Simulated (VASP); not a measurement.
The system is Ir.

```
CELL_PARAMETERS angstrom
12.23846 0.00000 0.00000
0.00000 2.23343 0.00000
0.00000 0.00000 7.19300
ATOMIC_POSITIONS crystal
Ir 0.25000 0.00000 0.16399
Ir 0.75000 0.00000 0.83601
```

```yaml
Program: VASP 6.6.1
Task: relaxation of cell and atoms
Functional: PBEsol
Potentials_or_basis: VASP PAW PBE potentials, release 64 (Ir)
Cutoff: 600 eV
k_mesh: 2 × 10 × 3
Occupations: gaussian, width 0.05 eV
Spin: no spin polarisation
```

At the start: pressure 0.8 GPa; volume 98.31 Å³/atom.

How do energy, volume and symmetry change on relaxing?

Over 4 steps the energy falls by 8.8 meV/atom and the volume is 99.49 Å³/atom (+1.2 %); space group Pmma (No. 51, to 0.05 Å).

Step by step:
```csv
step,energy change (eV),largest force (eV/Å),pressure (GPa),volume (Å³)
1,0.0000,0.0015,0.78,196.61
2,0.3122,0.0018,-2.83,210.23
3,-0.0175,0.0015,-0.07,199.14
4,-0.0175,0.0015,-0.02,198.98
```

Final structure:
```yaml
crystal:
  lattice:
    - [12.23696, 0.00000, 0.00000]
    - [0.00000, 2.26075, 0.00000]
    - [0.00000, 0.00000, 7.19255]
  atoms:
    - { symbol: Ir, position: [0.25000, 0.00000, 0.16399] }
    - { symbol: Ir, position: [0.75000, 0.00000, 0.83601] }
```

Caveat: the PAW data sets were made with another functional, which shifts forces and pressure a little.
